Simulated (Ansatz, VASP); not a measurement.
## Ca3Y in VASP and in Ansatz

INCAR

```
PREC = Accurate
ENCUT = 520
EDIFF = 1E-7
ISMEAR = 1
SIGMA = 0.1
LREAL = F
LASPH = T
NELM = 80
ALGO = Normal
ISIF = 2
LWAVE = F
LCHARG = F
NBANDS = 28
```

Contents of KPOINTS:

```
regular mesh
0
Gamma
  4 4 4
```

File POSCAR:

```
Ca3Y
1.0
    0.0000000000      4.2455650000      4.2455650000
    4.2455650000      0.0000000000      4.2455650000
    4.2455650000      4.2455650000      0.0000000000
Ca Y
3 1
Direct
    0.2392979663      0.2635705228      0.2620076365
    0.7352655593      0.7671198586      0.7316874710
    0.5095140589      0.4812823713      0.4939666701
   -0.0103556272      0.0105973609      0.0072841306
```

Input for Ansatz:

```yaml
crystal:
  lattice:
    - [0.0, 4.245565, 4.245565]
    - [4.245565, 0.0, 4.245565]
    - [4.245565, 4.245565, 0.0]
  atoms:
    - { symbol: Ca, position: [0.23929796633979636, 0.2635705227757706, 0.2620076365004893] }
    - { symbol: Ca, position: [0.7352655593004584, 0.7671198586411636, 0.7316874709765359] }
    - { symbol: Ca, position: [0.5095140589357418, 0.4812823712505056, 0.4939666701466237] }
    - { symbol: "Y", position: [-0.010355627223674875, 0.010597360947168578, 0.007284130572067702] }
kpoints:
  mp_grid:
    grid: [4, 4, 4]
hamiltonian:
  xc: lda
  pseudopotentials:
    kind: paw
scf:
  occupations:
    method: methfessel_paxton
output:
  forces: true
```

Alike in both runs: task single point; functional LDA; k mesh 4 × 4 × 4; no spin polarisation.

|  | VASP | Ansatz |
| --- | --- | --- |
| version | VASP 6.6.1 | Ansatz 0.2.0 |
| potentials or method | VASP PAW LDA potentials, release 64 (Ca_sv, Y_sv) | plane waves, PAW |
| plane-wave cutoff (eV) | 520 | 420 |
| occupations | methfessel-paxton of order 1, width 0.1 eV | methfessel-paxton of order 1 |
| valence electrons in the cell | 41 | 41 |

Ansatz gave:

* rms of the force components (eV/Å): 0.171

Question: Which values does VASP return?

Answer: rms of the force components (eV/Å): 0.172.

LDA's correlation is that of Perdew and Zunger in VASP and of Perdew and Wang (1992) in Ansatz. Atom by atom the forces differ by 0.001 eV/Å (rms over components).
